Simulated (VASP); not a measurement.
# BN (P6_3/mmc) in VASP: notebook

Runs on BN. Level: r2SCAN. Tasks: single point.

Everything below comes from runs of VASP 6.6.1. Logs are shortened: lines on timing, memory, paths and dates and some standing lists are left out, and cuts for length are marked.

## Step 1: The cell of the first run

Symmetry: P6_3/mmc, No. 194, hexagonal system. Conventional cell: a = 2.504 Å, b = 2.504 Å, c = 6.495 Å, α = 90.00°, β = 90.00°, γ = 120.00°. B (site symmetry -6m2) has 3 N at 1.45 Å within 1.9 Å. N (site symmetry -6m2) has 3 B at 1.45 Å within 1.9 Å.

## Step 2: Single point, r2SCAN (strain +0.000 along x and y, -0.025 along z)

Contents of POSCAR:

```
BN
1.0
    2.5039917043      0.0000000000      0.0000000000
   -1.2519958522      2.1685204268      0.0000000000
    0.0000000000      0.0000000000      6.4946700000
B N
2 2
Direct
    0.3333333333      0.6666666667      0.2500000000
    0.6666666667      0.3333333333      0.7500000000
    0.3333333333      0.6666666667      0.7500000000
    0.6666666667      0.3333333333      0.2500000000
```

Contents of INCAR.step1:

```
SYSTEM = BN
PREC = Accurate
ENCUT = 520
ISMEAR = 0
SIGMA = 0.05
LREAL = .FALSE.
LASPH = .TRUE.
NELM = 60
NBANDS = 16
GGA = PE
ALGO = Normal
EDIFF = 1E-4
LWAVE = .TRUE.
LCHARG = .FALSE.
```

Contents of INCAR.step2:

```
SYSTEM = BN
PREC = Accurate
ENCUT = 520
EDIFF = 1E-7
ISMEAR = 0
SIGMA = 0.05
LREAL = .FALSE.
LASPH = .TRUE.
NELM = 60
ALGO = Normal
ISIF = 2
LWAVE = .FALSE.
LCHARG = .TRUE.
METAGGA = R2SCAN
LMIXTAU = .TRUE.
LELF = .TRUE.
LVHAR = .TRUE.
NBANDS = 16
ISTART = 1
```

Contents of KPOINTS:

```
Automatic mesh
0
G
  12 12 4
  0 0 0
```

Potentials or basis: VASP PAW PBE potentials, release 64 (B, N).

Started as:

```bash
cat potpaw_PBE.64/B/POTCAR potpaw_PBE.64/N/POTCAR > POTCAR
cp INCAR.step1 INCAR
mpirun -np 1 vasp_std > vasp.out
cp INCAR.step2 INCAR
mpirun -np 1 vasp_std > vasp.out
```

OUTCAR:

```text
SYSTEM = BN
   PREC = Accurate
   ENCUT = 520
   EDIFF = 1E-7
   ISMEAR = 0
   LREAL = .FALSE.
   LASPH = .TRUE.
   NELM = 60
   ISIF = 2
   METAGGA = R2SCAN
   ISTART = 1

 ion  position               nearest neighbor table
   1  0.333  0.667  0.250-   4 1.45   4 1.45   4 1.45
   2  0.667  0.333  0.750-   3 1.45   3 1.45   3 1.45
   3  0.333  0.667  0.750-   2 1.45   2 1.45   2 1.45
   4  0.667  0.333  0.250-   1 1.45   1 1.45   1 1.45

  LATTYP: Found a hexagonal cell.
 ALAT       =     2.5039917043
 C/A-ratio  =     2.5937266441

  Lattice vectors:

 A1 = (   2.5039917043,   0.0000000000,   0.0000000000)
 A2 = (  -1.2519958522,   2.1685204268,   0.0000000000)
 A3 = (   0.0000000000,   0.0000000000,   6.4946700000)

Analysis of symmetry for initial positions (statically):
=====================================================================
 Subroutine PRICEL returns:
 Original cell was already a primitive cell.

 Routine SETGRP: Setting up the symmetry group for a
 hexagonal supercell.

 Subroutine GETGRP returns: Found 24 space group operations
 (whereof 12 operations were pure point group operations)
 out of a pool of 24 trial point group operations.

The static configuration has the point symmetry D_3d.
 The point group associated with its full space group is D_6h.

Analysis of symmetry for dynamics (positions and initial velocities):
=====================================================================
 Subroutine PRICEL returns:
 Original cell was already a primitive cell.

 Routine SETGRP: Setting up the symmetry group for a
 hexagonal supercell.

 Subroutine GETGRP returns: Found 24 space group operations
 (whereof 12 operations were pure point group operations)
 out of a pool of 24 trial point group operations.

The dynamic configuration has the point symmetry D_3d.
 The point group associated with its full space group is D_6h.

 Subroutine INISYM returns: Found 24 space group operations
 (whereof 12 operations are pure point group operations),
 and found     1 'primitive' translations

----------------------------------------------------------------------------------------

                                     Primitive cell

  volume of cell :      35.2658

  direct lattice vectors                    reciprocal lattice vectors
     2.503991704  0.000000000  0.000000000     0.399362345  0.230571958  0.000000000
    -1.251995852  2.168520427  0.000000000     0.000000000  0.461143915  0.000000000
     0.000000000  0.000000000  6.494670000     0.000000000  0.000000000  0.153972411

  length of vectors
     2.503991704  2.503991704  6.494670000     0.461143915  0.461143915  0.153972411

  position of ions in fractional coordinates (direct lattice)
     0.333333333  0.666666667  0.250000000
     0.666666667  0.333333333  0.750000000
     0.333333333  0.666666667  0.750000000
     0.666666667  0.333333333  0.250000000

  ion indices of the primitive-cell ions
   primitive index   ion index
                 1           1
                 2           2
                 3           3
                 4           4

----------------------------------------------------------------------------------------

 KPOINTS: Automatic mesh

Automatic generation of k-mesh.
 Grid dimensions read from file:
 generate k-points for:   12   12    4

 Generating k-lattice:

  Cartesian coordinates                     Fractional coordinates (reciprocal lattice)
     0.033280195  0.019214330  0.000000000     0.083333333  0.000000000  0.000000000
     0.000000000  0.038428660  0.000000000     0.000000000  0.083333333  0.000000000
     0.000000000  0.000000000  0.038493103     0.000000000  0.000000000  0.250000000

  Length of vectors
     0.038428660  0.038428660  0.038493103

  Shift w.r.t. Gamma in fractional coordinates (k-lattice)
     0.000000000  0.000000000  0.000000000

 Subroutine IBZKPT returns following result:
 ===========================================

 Found     57 irreducible k-points:

 Following reciprocal coordinates:
            Coordinates               Weight
  0.000000  0.000000  0.000000      1.000000
  0.083333  0.000000  0.000000      6.000000
  0.166667  0.000000  0.000000      6.000000
  0.250000  0.000000  0.000000      6.000000
  0.333333  0.000000  0.000000      6.000000
  0.416667 -0.000000  0.000000      6.000000
[... 16 lines left out ...]
  0.250000  0.000000  0.250000     12.000000
  0.333333  0.000000  0.250000     12.000000
 [... further k-points ...]
   k-points           NKPTS =     57   k-points in BZ     NKDIM =     57   number of bands    NBANDS=     16
   number of dos      NEDOS =    301   number of ions     NIONS =      4
   total plane-waves  NPLWV =  19200
   dimension x,y,z NGX =    20 NGY =   20 NGZ =   48
   dimension x,y,z NGXF=    40 NGYF=   40 NGZF=   96
   ions per type =               2   2
   NGX,Y,Z   is equivalent  to a cutoff of  13.28, 13.28, 12.29 a.u.
   NGXF,Y,Z  is equivalent  to a cutoff of  26.56, 26.56, 24.57 a.u.
 SYSTEM =  BN
   PREC   = accura    normal or accurate (medium, high low for compatibility)
   ISTART =      1    job   : 0-new  1-cont  2-samecut
   ICHARG =      0    charge: 1-file 2-atom 10-const
   ISPIN  =      1    spin polarized calculation?
   LNONCOLLINEAR =      F non collinear calculations
   LSORBIT =      F    spin-orbit coupling
   LASPH  =      T    aspherical Exc in radial PAW
   ENCUT  =  520.0 eV  38.22 Ry    6.18 a.u.   4.66  4.66 12.08*2*pi/ulx,y,z
   NELM   =     60;   NELMIN=  2; NELMDL=  0     # of ELM steps
   EDIFF  = 0.1E-06   stopping-criterion for ELM
   LREAL  =      F    real-space projection
   EDIFFG = 0.1E-05   stopping-criterion for IOM
   NSW    =      0    number of steps for IOM
   IBRION =     -1    ionic relax: 0-MD 1-quasi-New 2-CG
   NFREE  =      0    steps in history (QN), initial steepest desc. (CG)
   ISIF   =      2    stress and relaxation
   ISYM   =      2    0-nonsym 1-usesym 2-fastsym
   POTIM  = 0.5000    time-step for ionic-motion
   TEBEG  =    0.0;   TEEND  =   0.0 temperature during run
   PSTRESS=    0.0 pullay stress
   NELECT =      16.0000    total number of electrons
   NUPDOWN=      -1.0000    fix difference up-down
   EMIN   =  10.00;   EMAX   =-10.00  energy-range for DOS
   EFERMI =   0.00;   METHOD = LEGACY
   ISMEAR =     0;   SIGMA  =   0.05  broadening in eV -4-tet -1-fermi 0-gaus
   EFERMI_NEDOS =   21; number of points for ismear=-14 and -15
   IALGO  =     38    algorithm
   IMIX   =      4    mixing-type and parameters
     AMIX     =   0.40;   BMIX     =  1.00
     AMIX_MAG =   1.60;   BMIX_MAG =  1.00
  volume/ion in A,a.u.               =       8.82        59.50
  Fermi-wavevector in a.u.,A,eV,Ry     =   1.257951  2.377182 21.530407  1.582440
  Thomas-Fermi vector in A             =   2.391584
   LORBIT       =      0    0 simple, 1 ext, 2 COOP (PROOUT), +10 PAW based schemes
   METAGGA = R2SCAN    functional components
   LHFCALC =     F    Hartree Fock is set to
   AEXX    =    0.0000 exact exchange contribution
   IVDW    =     0    specifies the selected vdW correction
   LEPSILON=     F    determine dielectric tensor
   LRPA    =     F    only Hartree local field effects (RPA)
 non-spin polarized calculation
 Gauss-broadening in eV      SIGMA  =   0.05
  energy-cutoff  :      520.00
  volume of cell :       35.27
 maximum number of plane-waves:       973
 NGX is ok and might be reduce to    20
   NGX =  9   NGY =  9   NGZ = 25

 number of electron      16.0000000 magnetization

 Free energy of the ion-electron system (eV)
  ---------------------------------------------------
  ext. energy  EPLUGINS =         0.00000000
  ---------------------------------------------------
  free energy    TOTEN  =       -38.58604011 eV

  energy without entropy =      -38.58604011  energy(sigma->0) =      -38.58604011

 E-fermi :   2.4874     XC(G=0): -10.8879

 val. band max:        2.2172475993   @ k =   0.3333   0.2500   0.0000
 cond. band min:       7.0441035882   @ k =   0.5000   0.0000   0.0000
 fundamental gap:      4.8268559888
 Fermi energy:         2.4874459188

 k-point     1 :       0.0000    0.0000    0.0000
  band No.  band energies     occupation
      1     -16.6214      2.00000
      2     -16.2774      2.00000
      3      -4.2771      2.00000
      4      -1.8469      2.00000
      5       0.8415      2.00000
      6       0.8415      2.00000
[... 8 lines left out ...]
     15      15.3812      0.00000
     16      16.5291      0.00000

 k-point     2 :       0.0833    0.0000    0.0000
  band No.  band energies     occupation
      1     -16.4793      2.00000
      2     -16.1406      2.00000
      3      -4.0828      2.00000
      4      -1.6734      2.00000
      5       0.2532      2.00000
      6       0.2992      2.00000
[... 8 lines left out ...]
     15      15.8828      0.00000
     16      15.9557      0.00000

 k-point     3 :       0.1667    0.0000    0.0000
  band No.  band energies     occupation
      1     -16.0615      2.00000
      2     -15.7386      2.00000
      3      -3.5070      2.00000
      4      -1.2373      2.00000
      5      -1.1813      2.00000
      6      -1.1648      2.00000
[... 8 lines left out ...]
     15      16.9538      0.00000
     16      17.0785      0.00000

 k-point     4 :       0.2500    0.0000    0.0000
  band No.  band energies     occupation
      1     -15.3968      2.00000
      2     -15.1022      2.00000
      3      -3.1257      2.00000
      4      -3.0448      2.00000
      5      -2.5762      2.00000
      6      -0.8589      2.00000
[... 8 lines left out ...]
     15      19.0305      0.00000
     16      19.2166      0.00000
[... 324 lines left out ...]
 k-point    22 :       0.1667    0.0000    0.2500
  band No.  band energies     occupation
      1     -16.0168      2.00000
      2     -15.7886      2.00000
      3      -3.2263      2.00000
      4      -1.6248      2.00000
      5      -1.2212      2.00000
      6      -1.1509      2.00000
[... 8 lines left out ...]
     15      16.8274      0.00000
     16      16.9311      0.00000

 k-point    23 :       0.2500    0.0000    0.2500
  band No.  band energies     occupation
      1     -15.3557      2.00000
      2     -15.1475      2.00000
      3      -3.1323      2.00000
      4      -3.0651      2.00000
      5      -2.2820      2.00000
      6      -0.8482      2.00000
[... 8 lines left out ...]
     15      19.2352      0.00000
     16      19.3373      0.00000

 k-point    24 :       0.3333    0.0000    0.2500
  band No.  band energies     occupation
      1     -14.5224      2.00000
      2     -14.3470      2.00000
      3      -4.9867      2.00000
      4      -4.9130      2.00000
      5      -1.5054      2.00000
      6      -1.4492      2.00000
[... 8 lines left out ...]
     15      20.1622      0.00000
     16      21.9298      0.00000

 [... further k-points ...]
[... 5 lines left out ...]
  --------------------------------------------------------------------------------------
  -------------------------------------------------------------------------------------
  Total       -0.1337455     -0.1337455      0.3227771      0.0000000      0.0000000     -0.0000000
  in kB       -6.0762597     -6.0762597     14.6642491      0.0000000      0.0000000     -0.0000000
  external PRESSURE =       0.8372432 kB  Pullay stress =       0.0000000 kB

 VOLUME and BASIS-vectors are now :
 -----------------------------------------------------------------------------
  energy-cutoff  :      520.00
  volume of cell :       35.27
      direct lattice vectors                 reciprocal lattice vectors
     2.503991704  0.000000000  0.000000000     0.399362345  0.230571958  0.000000000
    -1.251995852  2.168520427  0.000000000     0.000000000  0.461143915  0.000000000
     0.000000000  0.000000000  6.494670000     0.000000000  0.000000000  0.153972411

 POSITION                                       TOTAL-FORCE (eV/Angst)
 -----------------------------------------------------------------------------------
     -0.00000      1.44568      1.62367         0.000000      0.000000      0.000000
      1.25200      0.72284      4.87100         0.000000     -0.000000      0.000000
     -0.00000      1.44568      4.87100        -0.000000      0.000000     -0.000000
      1.25200      0.72284      1.62367        -0.000000     -0.000000     -0.000000
 -----------------------------------------------------------------------------------
    total drift:                               -0.000000      0.000000      0.000000

  FREE ENERGIE OF THE ION-ELECTRON SYSTEM (eV)
  ---------------------------------------------------
  free  energy   TOTEN  =       -38.5860401073 eV

  energy  without entropy=      -38.5860401073  energy(sigma->0) =      -38.58604011
```

Run time: 71 s. Hardware: 1 thread of Intel Xeon Platinum 8488C (Sapphire Rapids), shared host; peak memory 0.16 GiB.

What came out:

```
Free energy            : -38.5860 eV
Pressure               : 0.1 GPa
Band gap on the k mesh : 4.83 eV, indirect (least direct gap 5.23 eV)
```

Stress tensor (GPa, compression positive):
```
-0.61  0.00  0.00
 0.00 -0.61  0.00
 0.00  0.00  1.47
```

Levels at points of the mesh, in eV from the valence-band top:
| k point | band 6 | band 7 | band 8 | band 9 | band 10 | band 11 |
| --- | --- | --- | --- | --- | --- | --- |
| (0.00, 0.00, 0.00) | -1.38 | -1.33 | -1.33 | 5.79 | 11.37 | 12.26 |
| (0.50, 0.00, 0.00) | -4.23 | -1.54 | -0.40 | 4.83 | 6.42 | 10.22 |
| (0.00, 0.00, 0.50) | -1.35 | -1.35 | -1.35 | 8.41 | 8.41 | 12.34 |
| (0.50, 0.00, 0.50) | -4.27 | -0.94 | -0.94 | 5.32 | 5.32 | 10.63 |

Caveat: the cell differs from its parent crystal (strain +0.000 along x and y, -0.025 along z); the PAW data sets were made with another functional, which shifts forces and pressure a little. A k mesh can miss the band edges.

## Step 3: Single point, r2SCAN (strain -0.025 along x and y, +0.025 along z)

Contents of POSCAR:

```
BN
1.0
    2.4413919117      0.0000000000      0.0000000000
   -1.2206959559      2.1143074161      0.0000000000
    0.0000000000      0.0000000000      6.8277300000
B N
2 2
Direct
    0.3333333333      0.6666666667      0.2500000000
    0.6666666667      0.3333333333      0.7500000000
    0.3333333333      0.6666666667      0.7500000000
    0.6666666667      0.3333333333      0.2500000000
```

Contents of INCAR.step1:

```
SYSTEM = BN
  ALGO = Normal
  EDIFF = 1E-4
  ENCUT = 520
  GGA = PE
  ISMEAR = 0
  LASPH = .True.
  LCHARG = .False.
  LREAL = .False.
  LWAVE = .True.
  NBANDS = 16
  NELM = 60
  PREC = Accurate
  SIGMA = 0.05
```

Contents of INCAR.step2:

```
SYSTEM = BN
  ALGO = Normal
  EDIFF = 1E-7
  ENCUT = 520
  ISIF = 2
  ISMEAR = 0
  ISTART = 1
  LASPH = .True.
  LCHARG = .True.
  LELF = .True.
  LMIXTAU = .True.
  LREAL = .False.
  LVHAR = .True.
  LWAVE = .False.
  METAGGA = R2SCAN
  NBANDS = 16
  NELM = 60
  PREC = Accurate
  SIGMA = 0.05
```

Contents of KPOINTS:

```
k-points
0
Gamma
  12 12 4
  0 0 0
```

Potentials or basis: VASP PAW PBE potentials, release 64 (B, N).

Started as:

```bash
cat potpaw_PBE.64/B/POTCAR potpaw_PBE.64/N/POTCAR > POTCAR
cp INCAR.step1 INCAR
mpirun -np 1 vasp_std > vasp.out
cp INCAR.step2 INCAR
mpirun -np 1 vasp_std > vasp.out
```

It took 97 s on 1 thread of Intel Xeon Platinum 8488C (Sapphire Rapids), shared host; peak memory 0.16 GiB.

It converged, with:

```yaml
Free_energy: -38.4354 eV
Pressure: 19.7 GPa
Band_gap_on_the_k_mesh: 5.04 eV, indirect (least direct gap 5.57 eV)
```

Stress tensor (GPa, compression positive):
```
29.65  0.00  0.00
 0.00 29.65  0.00
 0.00  0.00 -0.11
```

Levels at points of the mesh, in eV from the valence-band top:
```csv
k point,band 4,band 5,band 6,band 7,band 8,band 9,band 10,band 11,band 12,band 13
"(0.00, 0.00, 0.00)",-4.79,-1.26,-1.26,-1.24,-1.24,5.39,10.85,12.97,12.97,13.06
"(0.50, 0.00, 0.00)",-9.53,-4.41,-4.36,-1.43,-0.58,5.04,6.37,10.88,11.55,13.42
"(0.00, 0.00, 0.50)",-5.82,-1.25,-1.25,-1.25,-1.25,7.79,7.79,13.01,13.01,13.01
"(0.50, 0.00, 0.50)",-9.55,-4.39,-4.39,-0.99,-0.99,5.51,5.51,11.43,11.43,14.54
```

Caveat: the cell differs from its parent crystal (strain -0.025 along x and y, +0.025 along z); the PAW data sets were made with another functional, which shifts forces and pressure a little.

(Continued in part 2 of 2.)
